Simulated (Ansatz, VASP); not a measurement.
## Ta: VASP beside Ansatz

```xyz
1
Lattice="-1.6235 1.6235 1.6235 1.6235 -1.6235 1.6235 1.6235 1.6235 -1.6235" Properties=species:S:1:pos:R:3 pbc="T T T"
Ta    0.0000    0.0000    0.0000
```

Alike in both runs: functional LDA; k mesh 8 × 8 × 8; occupations gaussian, width 0.1 eV; no spin polarisation.

Ansatz relaxed the structure, and its values are those at the end. VASP's run is a single point on that final structure, the one shown.

```csv
,VASP,Ansatz
version,VASP 6.6.1,Ansatz 0.2.0
potentials or method,"VASP PAW LDA potentials, release 64 (Ta_sv_GW), cutoff 500 eV","scalar-relativistic, plane waves, PAW"
valence electrons in the cell,13,13
```

```tsv
	VASP	Ansatz	Ansatz less VASP
gap on the k mesh at the Fermi level (eV)	none	none	-
pressure (GPa)	-0.5	0.0	+0.55
```

Ansatz warns that its potentials were made for another functional, while VASP's fit it. LDA's correlation is that of Perdew and Zunger in VASP and of Perdew and Wang (1992) in Ansatz. A gap of «none» marks a metal or a gap that the smearing closes.

Neither program's run includes spin-orbit coupling.
